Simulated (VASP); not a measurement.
Ir, 2 atoms in the cell. The structure is monoclinic, space group P2_1/m (No. 11). The conventional cell has a = 2.618 Å, b = 4.462 Å, c = 2.756 Å, α = 90.00°, β = 115.09°, γ = 90.00°. Ir (site symmetry m) has 12 Ir at 2.62 to 2.89 Å within 3.5 Å.  This cell differs from its parent crystal: strain +0.1125 x Voigt [0, 0, 0, 0, 0, 1].

* Program: VASP 6.6.1
* Task: single point
* Functional: PBEsol
* Potentials or basis: VASP PAW PBE potentials, release 64 (Ir)
* Cutoff: 520 eV
* k mesh: 18 × 18 × 12
* Occupations: gaussian, width 0.15 eV
* Spin: no spin polarisation
* Dipole correction: no
* Further INCAR settings: ALGO = Fast; EDIFF = 1e-07; NBANDS = 16

Potentials or basis: VASP PAW PBE potentials, release 64 (Ir).

The run is started by

```sh
$ cat potpaw_PBE.64/Ir/POTCAR > POTCAR
$ mpirun -np 1 vasp_std > vasp.out
```

Hardware: 1 thread of Intel Xeon 8259CL (shared host).

Estimate the wall time of this run.

Wall time 15 min on 1 thread of Intel Xeon 8259CL (shared host), peak memory 0.53 GiB. Counts: scf iterations 19, k points 1148.
